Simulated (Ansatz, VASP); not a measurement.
# MgO: VASP beside Ansatz

```
Mg O
1.0
     3.30779    0.00000    0.00000
    -1.65389    2.86463    0.00000
     0.00000    0.00000    4.98288
Mg O
2 2
Direct
  0.66667 0.33333 0.50216
  0.33333 0.66667 0.00216
  0.66667 0.33333 0.90244
  0.33333 0.66667 0.40244
```

Alike in both runs: task single point; functional PBE; k mesh 5 × 5 × 4; occupations fermi-dirac, width 0.03 eV; no spin polarisation.

|  | VASP | Ansatz |
| --- | --- | --- |
| version | VASP 6.6.1 | Ansatz 0.2.0 |
| potentials or method | VASP PAW PBE potentials, release 64 (Mg, O), cutoff 600 eV | all-electron LAPW, scalar-relativistic |

VASP gave:

- gap on the k mesh at the Fermi level (eV): 3.46
- least direct gap on the mesh (eV): 3.46
- pressure (GPa): 2.7
- traceless stress, the component that is largest in VASP (GPa): 0.15
- rms of the force components (eV/Å): 0.005

**Question.** Which values does Ansatz return?

**Answer.** gap on the k mesh at the Fermi level (eV): 3.47; least direct gap on the mesh (eV): 3.47; pressure (GPa): 3.4; traceless stress, the component that is largest in VASP (GPa): 0.11; rms of the force components (eV/Å): 0.003.

Atom by atom the forces differ by 0.001 eV/Å (rms over components). Ansatz ran all-electron here, and VASP with PAW potentials.

The k mesh is coarse, so the values compare programs but aren't converged.
